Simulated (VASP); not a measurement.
Here is a VASP 6.6.1 calculation.

Contents of INCAR:

```
SYSTEM = Ta18N17
ALGO     = Normal         ! electronic algorithm
EDIFF    = 1E-7           ! SCF threshold, eV
ENCUT    = 520            ! plane-wave cutoff, eV
GGA      = PS             ! functional
ISIF     = 2              ! what is computed and relaxed
ISMEAR   = 1              ! smearing method
LASPH    = .True.         ! aspherical terms in the spheres
LCHARG   = .False.        ! write CHGCAR
LREAL    = Auto         
LWAVE    = .False.        ! write WAVECAR
NBANDS   = 164            ! bands
NELM     = 100            ! most SCF steps
PREC     = Accurate       ! precision mode
SIGMA    = 0.1            ! smearing width, eV
```

Contents of KPOINTS:

```
k-points
0
Gamma
  2 2 3
  0 0 0
```

Contents of POSCAR:

```
Ta18N17
1.0
    7.7675072900      4.4845723700      0.0000000000
   -7.7675072400      4.4845724500      0.0000000000
    0.0000000000      0.0000000000      5.7917586600
Ta N
18 17
Direct
   -0.0043546366     -0.0023434379     -0.0006191556
    0.3345815958      0.6655494260      0.0011101982
    0.6607343265      0.3289132045     -0.0001232786
   -0.0010983857      0.6671023433      0.2568857039
    0.3077167025      0.3392600288      0.2247393368
    0.6645132107     -0.0024378209      0.2558904967
   -0.0065087611      0.3333408094      0.2473490496
    0.3325042551      0.0019048872      0.2560895726
    0.6533589926      0.6578155102      0.2663778121
    0.0027653508      0.0035578830      0.4988441628
    0.3369728717      0.6645308563      0.5036806903
    0.6764766691      0.3373865486      0.5241226678
    0.0010635370      0.6687481415      0.7551019054
    0.3447361507      0.3360172682      0.7285980386
    0.6635459215     -0.0035594711      0.7560461782
   -0.0020657101      0.3337321101      0.7456885298
    0.3316091746     -0.0034322876      0.7564070358
    0.6707331989      0.6718155325      0.7610710768
    0.1279070963      0.8678643089      0.0056069325
    0.4647006735      0.5319860981     -0.0084178231
    0.7928748657      0.1999290444      0.0023571424
    0.0701699946      0.5365620933      0.0011193491
    0.3983609913      0.2002822599      0.0009862289
    0.7353957888      0.8663939334      0.0120341686
    0.1180500768      0.2563958772     -0.0226680716
    0.4636586091      0.9272006326      0.0081562445
    0.7927807271      0.5907694625      0.0148431599
    0.1328917031      0.8708996417      0.5031518354
    0.7978873805      0.1960254426      0.5026364479
    0.0730388746      0.5384408230      0.5021618080
    0.4933814673      0.3705535193      0.4076625320
    0.7360663272      0.8661479616      0.5051410412
    0.1336563274      0.2701850713      0.4977039219
    0.4608165352      0.9282215740      0.5031741084
    0.8017508221      0.6017317025      0.5108622741
```

Potentials or basis: VASP PAW PBE potentials, release 64 (Ta_pv, N).

Command:

```console
$ cat potpaw_PBE.64/Ta_pv/POTCAR potpaw_PBE.64/N/POTCAR > POTCAR
$ mpirun -np 1 vasp_std > vasp.out
```

(1) Estimate the pressure.

(2) What does it give for the largest force?

(3) Predict the band gap on the k mesh.

Answers

(1) 2.6 GPa.

(2) 0.081 eV/Å.

(3) zero (an odd number of electrons rules out a gap without spin polarisation).

Caveat: the k points lie up to 0.40 Å⁻¹ apart, too coarse for converged energies and pressures of a metal; the PAW data sets were made with another functional, which shifts forces and pressure a little; spin-orbit coupling is left out, which moves the levels of the heavy elements.
